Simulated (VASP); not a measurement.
# ZnCu2SnS4: single point with PBE

ZnCu2SnS4:

```
Cu Zn Sn S
1.0
    -2.70216    2.70216    5.42722
     2.70216   -2.70216    5.42722
     2.70216    2.70216   -5.42722
Cu Zn Sn S
2 1 1 4
Direct
  0.75000 0.25000 0.50000
  0.25000 0.75000 0.50000
  0.00000 0.00000 0.00000
  0.50000 0.50000 0.00000
  0.89042 0.89042 0.51513
  0.10958 0.62472 0.00000
  0.62472 0.10958 0.00000
  0.37528 0.37528 0.48487
```

```json
{"Program": "VASP 6.6.1", "Task": "single point", "Functional": "PBE", "Potentials or basis": "VASP PAW PBE potentials, release 64 (Cu, Zn, Sn_d, S)", "Cutoff": "520 eV", "k mesh": "6 × 6 × 6", "Occupations": "fermi-dirac, width 0.02 eV", "Spin": "no spin polarisation"}
```

The pressure is 2.4 GPa, the largest force is 0.136 eV/Å and the band gap on the k mesh is 0.08 eV.

Forces on the atoms (eV/Å):
```
Cu   0.000  0.000  0.000
Cu   0.000  0.000  0.000
Zn   0.000  0.000  0.000
Sn   0.000  0.000  0.000
S    0.048  0.048  0.117
S    0.048 -0.048 -0.117
S   -0.048  0.048 -0.117
S   -0.048 -0.048  0.117
```

Levels at points of the mesh, in eV from the valence-band top:
| k point | band 33 | band 34 | band 35 | band 36 | band 37 | band 38 | band 39 | band 40 |
| --- | --- | --- | --- | --- | --- | --- | --- | --- |
| (0.00, 0.00, 0.00) | -1.62 | -0.16 | 0.00 | 0.00 | 0.08 | 1.92 | 3.10 | 3.61 |
| (0.50, 0.00, 0.00) | -1.20 | -1.14 | -0.85 | -0.78 | 1.62 | 3.14 | 3.47 | 3.79 |
| (0.50, 0.50, 0.00) | -1.35 | -0.54 | -0.49 | -0.40 | 0.50 | 2.54 | 2.75 | 4.16 |
| (0.50, 0.50, 0.50) | -1.41 | -1.30 | -0.64 | -0.64 | 1.22 | 1.95 | 1.95 | 2.10 |

Run time: 8.5 min on 1 thread of Oxide Virtual Turin-like Processor (shared host), peak memory 0.45 GiB.

Caveat: spin-orbit coupling is left out, which moves the levels of the heavy elements. A k mesh can miss the band edges.
